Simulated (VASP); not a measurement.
# Cu (Pm-3m) in VASP: relaxation of cell and atoms with PBE

Aim: the relaxation of cell and atoms of Cu with PBE.

Everything below comes from runs of VASP 6.6.1. Logs are shortened: lines on timing, memory, paths and dates and some standing lists are left out, and cuts for length are marked.

### Step 1. The cell of the first run

Symmetry: Pm-3m, No. 221, cubic system. Conventional cell: a = 2.336 Å, b = 2.336 Å, c = 2.336 Å, α = 90.00°, β = 90.00°, γ = 90.00°. Cu (site symmetry m-3m) has 6 Cu at 2.34 Å within 3.1 Å.

This isn't the form of Cu at room conditions, which is fcc.

### Step 2. Relaxation of cell and atoms, PBE

INCAR reads:

```
PREC = Accurate ; ENCUT = 820
EDIFF = 1E-7 ; ISMEAR = -1
SIGMA = 0.1 ; LREAL = False
LASPH = True ; NELM = 120
ALGO = Normal ; ISIF = 3
LWAVE = False ; LCHARG = False
GGA = PE ; IBRION = 2
NSW = 80 ; EDIFFG = -0.01
GGA_COMPAT = False ; NELMIN = 4
```

KPOINTS reads:

```
Automatic mesh
0
Gamma
  13 13 13
```

POSCAR reads:

```
Cu
1.0
    2.3364585681      0.0000000000      0.0000000000
    0.0000000000      2.3364585681      0.0000000000
    0.0000000000      0.0000000000      2.3364585681
Cu
1
Direct
    0.0000000000      0.0000000000      0.0000000000
```

Potentials or basis: VASP PAW PBE potentials, release 64 (Cu_sv_GW).

The run is started by

```sh
cat potpaw_PBE.64/Cu_sv_GW/POTCAR > POTCAR
mpirun -np 1 vasp_std > vasp.out
```

OUTCAR:

```text
PREC = Accurate
   ENCUT = 820
   EDIFF = 1E-7
   ISMEAR = -1
   LREAL = False
   LASPH = True
   NELM = 120
   ISIF = 3
   GGA = PE
   IBRION = 2
   NSW = 80
   EDIFFG = -0.01
   NELMIN = 4

 ion  position               nearest neighbor table
   1  0.000  0.000  0.000-

  LATTYP: Found a simple cubic cell.
 ALAT       =     2.3364585681

  Lattice vectors:

 A1 = (   2.3364585681,   0.0000000000,   0.0000000000)
 A2 = (   0.0000000000,   2.3364585681,   0.0000000000)
 A3 = (   0.0000000000,   0.0000000000,   2.3364585681)

Analysis of symmetry for initial positions (statically):
=====================================================================
 Subroutine PRICEL returns:
 Original cell was already a primitive cell.

 Routine SETGRP: Setting up the symmetry group for a
 simple cubic supercell.

 Subroutine GETGRP returns: Found 48 space group operations
 (whereof 48 operations were pure point group operations)
 out of a pool of 48 trial point group operations.

The static configuration has the point symmetry O_h .

Analysis of symmetry for dynamics (positions and initial velocities):
=====================================================================
 Subroutine PRICEL returns:
 Original cell was already a primitive cell.

 Routine SETGRP: Setting up the symmetry group for a
 simple cubic supercell.

 Subroutine GETGRP returns: Found 48 space group operations
 (whereof 48 operations were pure point group operations)
 out of a pool of 48 trial point group operations.

The dynamic configuration has the point symmetry O_h .

 Subroutine INISYM returns: Found 48 space group operations
 (whereof 48 operations are pure point group operations),
 and found     1 'primitive' translations

----------------------------------------------------------------------------------------

                                     Primitive cell

  volume of cell :      12.7548

  direct lattice vectors                    reciprocal lattice vectors
     2.336458568  0.000000000  0.000000000     0.427998174  0.000000000  0.000000000
     0.000000000  2.336458568  0.000000000     0.000000000  0.427998174  0.000000000
     0.000000000  0.000000000  2.336458568     0.000000000  0.000000000  0.427998174

  length of vectors
     2.336458568  2.336458568  2.336458568     0.427998174  0.427998174  0.427998174

  position of ions in fractional coordinates (direct lattice)
     0.000000000  0.000000000  0.000000000

  ion indices of the primitive-cell ions
   primitive index   ion index
                 1           1

----------------------------------------------------------------------------------------

 KPOINTS: Automatic mesh

Automatic generation of k-mesh.
 Grid dimensions read from file:
 generate k-points for:   13   13   13

 Generating k-lattice:

  Cartesian coordinates                     Fractional coordinates (reciprocal lattice)
     0.032922936  0.000000000  0.000000000     0.076923077  0.000000000  0.000000000
     0.000000000  0.032922936  0.000000000     0.000000000  0.076923077  0.000000000
     0.000000000  0.000000000  0.032922936     0.000000000  0.000000000  0.076923077

  Length of vectors
     0.032922936  0.032922936  0.032922936

  Shift w.r.t. Gamma in fractional coordinates (k-lattice)
     0.000000000  0.000000000  0.000000000

 Subroutine IBZKPT returns following result:
 ===========================================

 Found     84 irreducible k-points:

 Following reciprocal coordinates:
            Coordinates               Weight
  0.000000  0.000000  0.000000      1.000000
  0.076923  0.000000  0.000000      6.000000
  0.153846  0.000000  0.000000      6.000000
  0.230769  0.000000  0.000000      6.000000
  0.307692  0.000000  0.000000      6.000000
  0.384615  0.000000  0.000000      6.000000
[... 16 lines left out ...]
  0.307692  0.307692  0.000000     12.000000
  0.384615  0.307692  0.000000     24.000000
 [... further k-points ...]
   k-points           NKPTS =     84   k-points in BZ     NKDIM =     84   number of bands    NBANDS=     13
   number of dos      NEDOS =    301   number of ions     NIONS =      1
   total plane-waves  NPLWV =  13824
   dimension x,y,z NGX =    24 NGY =   24 NGZ =   24
   dimension x,y,z NGXF=    48 NGYF=   48 NGZF=   48
   ions per type =               1
   NGX,Y,Z   is equivalent  to a cutoff of  17.08, 17.08, 17.08 a.u.
   NGXF,Y,Z  is equivalent  to a cutoff of  34.15, 34.15, 34.15 a.u.
 SYSTEM =  unknown system
   PREC   = accura    normal or accurate (medium, high low for compatibility)
   ISTART =      0    job   : 0-new  1-cont  2-samecut
   ICHARG =      2    charge: 1-file 2-atom 10-const
   ISPIN  =      1    spin polarized calculation?
   LNONCOLLINEAR =      F non collinear calculations
   LSORBIT =      F    spin-orbit coupling
   LASPH  =      T    aspherical Exc in radial PAW
   ENCUT  =  820.0 eV  60.27 Ry    7.76 a.u.   5.46  5.46  5.46*2*pi/ulx,y,z
   NELM   =    120;   NELMIN=  4; NELMDL= -5     # of ELM steps
   EDIFF  = 0.1E-06   stopping-criterion for ELM
   LREAL  =      F    real-space projection
   EDIFFG = -.1E-01   stopping-criterion for IOM
   NSW    =     80    number of steps for IOM
   IBRION =      2    ionic relax: 0-MD 1-quasi-New 2-CG
   NFREE  =      1    steps in history (QN), initial steepest desc. (CG)
   ISIF   =      3    stress and relaxation
   ISYM   =      2    0-nonsym 1-usesym 2-fastsym
   POTIM  = 0.5000    time-step for ionic-motion
   TEBEG  =    0.0;   TEEND  =   0.0 temperature during run
   PSTRESS=    0.0 pullay stress
   NELECT =      19.0000    total number of electrons
   NUPDOWN=      -1.0000    fix difference up-down
   EMIN   =  10.00;   EMAX   =-10.00  energy-range for DOS
   EFERMI =   0.00;   METHOD = LEGACY
   ISMEAR =    -1;   SIGMA  =   0.10  broadening in eV -4-tet -1-fermi 0-gaus
   EFERMI_NEDOS =   21; number of points for ismear=-14 and -15
   IALGO  =     38    algorithm
   IMIX   =      4    mixing-type and parameters
     AMIX     =   0.40;   BMIX     =  1.00
     AMIX_MAG =   1.60;   BMIX_MAG =  1.00
  volume/ion in A,a.u.               =      12.75        86.07
  Fermi-wavevector in a.u.,A,eV,Ry     =   1.869683  3.533188 47.562076  3.495714
  Thomas-Fermi vector in A             =   2.915667
   LORBIT       =      0    0 simple, 1 ext, 2 COOP (PROOUT), +10 PAW based schemes
   GGA     = PE    functional components
   LHFCALC =     F    Hartree Fock is set to
   AEXX    =    0.0000 exact exchange contribution
   IVDW    =     0    specifies the selected vdW correction
   LEPSILON=     F    determine dielectric tensor
   LRPA    =     F    only Hartree local field effects (RPA)
 conjugate gradient relaxation of ions
 non-spin polarized calculation
  energy-cutoff  :      820.00
  volume of cell :       12.75
 maximum number of plane-waves:       703
 NGX is ok and might be reduce to    24
   NGX = 11   NGY = 11   NGZ = 11

--------------------------------------- Ionic step        1  -------------------------------------------

 number of electron      19.0000006 magnetization

 Free energy of the ion-electron system (eV)
  ---------------------------------------------------
  ext. energy  EPLUGINS =         0.00000000
  ---------------------------------------------------
  free energy    TOTEN  =        -3.28989080 eV

  energy without entropy =       -3.27866558  energy(sigma->0) =       -3.28427819

------------------------ aborting loop because EDIFF is reached ----------------------------------------

  FORCE on cell =-STRESS in cart. coord.  units (eV):
  Direction    XX          YY          ZZ          XY          YZ          ZX
  --------------------------------------------------------------------------------------
  -------------------------------------------------------------------------------------
  Total        0.7928894      0.7928894      0.7928894      0.0000000      0.0000000      0.0000000
  in kB       99.5976129     99.5976129     99.5976129      0.0000000      0.0000000      0.0000000
  external PRESSURE =      99.5976129 kB  Pullay stress =       0.0000000 kB
[... 55 lines left out ...]
  energy  without entropy=       -3.2952678710  energy(sigma->0) =       -3.30112390

--------------------------------------- Ionic step        3  -------------------------------------------

 number of electron      18.9999990 magnetization

 Free energy of the ion-electron system (eV)
  ---------------------------------------------------
  ext. energy  EPLUGINS =         0.00000000
  ---------------------------------------------------
  free energy    TOTEN  =        -3.31664135 eV

  energy without entropy =       -3.30506330  energy(sigma->0) =       -3.31085233

 E-fermi :   5.7257     XC(G=0): -12.3593

 val. band max:        5.6064936605   @ k =   0.3846   0.3077   0.0000
 cond. band min:       5.7573963949   @ k =   0.3077   0.3077   0.2308
 fundamental gap:      0.1509027345
 Fermi energy:         5.7257208379

 k-point     1 :       0.0000    0.0000    0.0000
  band No.  band energies     occupation
      1    -106.4468      2.00000
      2     -63.7653      2.00000
      3     -63.7653      2.00000
      4     -63.7653      2.00000
      5      -2.3998      2.00000
      6       1.9208      2.00000
      7       1.9208      2.00000
      8       4.4935      1.99999
      9       4.4935      1.99999
     10       4.4935      1.99999
     11      23.4717      0.00000
     12      23.4717      0.00000
     13      23.4717      0.00000
[... 353 lines left out ...]
 k-point    24 :       0.3846    0.3077    0.0000
  band No.  band energies     occupation
      1    -106.4281      2.00000
      2     -63.8629      2.00000
      3     -63.8374      2.00000
      4     -63.7503      2.00000
      5       1.8049      2.00000
      6       2.3224      2.00000
      7       3.7785      2.00000
      8       3.8912      2.00000
      9       4.0616      2.00000
     10       5.6065      1.53429
     11      11.4627      0.00000
     12      16.8251      0.00000
     13      22.2932      0.00000

 [... further k-points ...]
[... 5 lines left out ...]
  --------------------------------------------------------------------------------------
  -------------------------------------------------------------------------------------
  Total        0.0058505      0.0058505      0.0058505      0.0000000      0.0000000      0.0000000
  in kB        0.6857232      0.6857232      0.6857232      0.0000000      0.0000000      0.0000000
  external PRESSURE =       0.6857232 kB  Pullay stress =       0.0000000 kB
[... 16 lines left out ...]
  FREE ENERGIE OF THE ION-ELECTRON SYSTEM (eV)
  ---------------------------------------------------
  free  energy   TOTEN  =        -3.3166413527 eV

  energy  without entropy=       -3.3050633035  energy(sigma->0) =       -3.31085233

 reached required accuracy - stopping structural energy minimisation
```

Wall time 50 s (1 thread of AMD EPYC 7R13 (Zen 3), shared host); peak memory 0.14 GiB.

Results:

```
Free energy                           : -3.3166 eV
Relaxed volume                        : 13.67 Å³/atom
Relaxed cell                          : a = 2.391 Å, b = 2.391 Å, c = 2.391 Å, α = 90.00°, β = 90.00°, γ = 90.00°
Space group after relaxing (to 0.1 Å) : Pm-3m (No. 221)
Energy gained by relaxing             : 26.8 meV/atom
Ionic steps                           : 3
Pressure after relaxing               : 0.1 GPa
Band gap on the k mesh                : zero (an odd number of electrons rules out a gap without spin polarisation)
```

Step by step:
| step | energy change (eV) | largest force (eV/Å) | pressure (GPa) | volume (Å³) |
| --- | --- | --- | --- | --- |
| 1 | 0.0000 | 0.0000 | 9.96 | 12.75 |
| 2 | -0.0171 | 0.0000 | -4.84 | 14.28 |
| 3 | -0.0268 | 0.0000 | 0.07 | 13.67 |

Final structure:
```xyz
1
Lattice="2.3910 0.0000 0.0000 0.0000 2.3910 0.0000 0.0000 0.0000 2.3910" Properties=species:S:1:pos:R:3 pbc="T T T"
Cu    0.0000    0.0000    0.0000
```

The gap in the log of VASP goes by the Fermi energy; the results here count the filled bands.